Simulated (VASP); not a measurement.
A run of VASP 6.6.1:

File INCAR:

```
SYSTEM = Si2As
PREC = Accurate ; ENCUT = 500
EDIFF = 1E-6 ; ISMEAR = 0
SIGMA = 0.2 ; LREAL = .False.
LASPH = .True. ; NELM = 120
ALGO = Normal ; ISIF = 2
LWAVE = .False. ; LCHARG = .False.
GGA = PE ; NBANDS = 22
GGA_COMPAT = .False.
```

KPOINTS

```
regular mesh
0
Gamma
  4 4 3
  0 0 0
```

POSCAR

```
Si2As
1.0
    4.8758143252      0.0000000027      0.0000000000
   -2.4379071649      4.2225790684      0.0000000000
    0.0000000000      0.0000000000      4.9140548136
Si As
4 2
Direct
    0.3333333333      0.6666666667      0.4998889516
    0.3333333333      0.6666666667      0.0001110484
    0.6666666667      0.3333333333      0.5001110484
    0.6666666667      0.3333333333      0.9998889516
    0.0000000000      0.0000000000      0.0000000000
    0.0000000000      0.0000000000      0.5000000000
```

Potentials or basis: VASP PAW PBE potentials, release 64 (Si, As).

The run is started by

```bash
$ cat potpaw_PBE.64/Si/POTCAR potpaw_PBE.64/As/POTCAR > POTCAR
$ mpirun -np 1 vasp_std > vasp.out
```

Hardware: 1 thread of Intel(R) Xeon(R) 6975P-C (Granite Rapids), with other jobs on the host.

Question: How long does it take, and how much memory?

Answer: It took 7.8 s on 1 thread of Intel(R) Xeon(R) 6975P-C (Granite Rapids) (shared host), peak memory 0.2 GiB. Counts: scf iterations 13, k points 8.
